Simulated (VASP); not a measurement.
**NaCl: relaxation of cell and atoms with PBE**

NaCl:

```
Na Cl
1.0
     3.74052    0.00000    0.00000
    -1.87026    3.23939    0.00000
     0.00000    0.00000    6.09705
Na Cl
2 2
Direct
  0.00000 0.00000 0.00000
  0.00000 0.00000 0.50000
  0.33333 0.66667 0.25000
  0.66667 0.33333 0.75000
```

```yaml
Program: VASP 6.6.1
Task: relaxation of cell and atoms
Functional: PBE
Potentials_or_basis: VASP PAW PBE potentials, release 64 (Na_pv, Cl)
Cutoff: 600 eV
k_mesh: 12 × 12 × 4
Occupations: fermi-dirac, width 0.02 eV
Spin: no spin polarisation
Dipole_correction: no
Further_INCAR_settings: ALGO = Normal; EDIFF = 1e-07; IBRION = 2; EDIFFG = -0.005; NSW = 80; ISIF = 3
```

```yaml
Relaxed_volume: 23.15 Å³/atom
Relaxed_cell: a = 3.955 Å, b = 3.955 Å, c = 6.837 Å, α = 90.00°, β = 90.00°, γ = 120.00°
Space_group_after_relaxing_to_0.1_Å: P6_3/mmc (No. 194)
Energy_gained_by_relaxing: 116.4 meV/atom
Ionic_steps: 9
Pressure_after_relaxing: 0.0 GPa
Band_gap_on_the_k_mesh: 4.90 eV
```

Step by step:
```csv
step,energy change (eV),largest force (eV/Å),pressure (GPa),volume (Å³)
1,0.0000,0.0000,9.21,73.88
2,-0.4075,0.0000,2.22,85.81
3,-0.4536,0.0000,0.45,91.04
4,-0.4570,0.0000,-0.04,92.84
5,-0.4570,0.0000,-0.15,93.25
6,-0.4612,0.0000,-0.13,93.14
7,-0.4653,0.0000,-0.08,92.86
8,-0.4653,0.0000,-0.08,92.86
9,-0.4654,0.0000,-0.01,92.60
```

Final structure:
```cif
data_structure
_symmetry_space_group_name_H-M 'P 1'
_symmetry_Int_Tables_number 1
_cell_length_a 3.9547
_cell_length_b 3.9547
_cell_length_c 6.8367
_cell_angle_alpha 90.000
_cell_angle_beta 90.000
_cell_angle_gamma 120.000
_cell_volume 92.60
loop_
_atom_site_label
_atom_site_type_symbol
_atom_site_fract_x
_atom_site_fract_y
_atom_site_fract_z
_atom_site_occupancy
Na1 Na 0.00000 0.00000 0.00000 1
Na2 Na 0.00000 0.00000 0.50000 1
Cl1 Cl 0.33333 0.66667 0.25000 1
Cl2 Cl 0.66667 0.33333 0.75000 1
```

Levels at points of the mesh, in eV from the valence-band top:
| k point | band 11 | band 12 | band 13 | band 14 | band 15 | band 16 | band 17 | band 18 |
| --- | --- | --- | --- | --- | --- | --- | --- | --- |
| (0.00, 0.00, 0.00) | -0.20 | -0.20 | 0.00 | 0.00 | 4.90 | 7.27 | 9.91 | 10.20 |
| (0.50, 0.00, 0.00) | -1.03 | -0.60 | -0.53 | -0.29 | 7.58 | 7.92 | 8.11 | 9.68 |
| (0.00, 0.00, 0.50) | -0.10 | -0.10 | -0.10 | -0.10 | 6.34 | 6.34 | 9.65 | 9.65 |
| (0.50, 0.00, 0.50) | -0.61 | -0.61 | -0.42 | -0.42 | 7.39 | 7.39 | 8.95 | 8.95 |

It took 11 min on 1 thread of Intel Xeon 8259CL (shared host), peak memory 0.25 GiB.

Caveat: the volume moved by over 15 % at a fixed basis, so the end points are rough. A k mesh can miss the band edges.
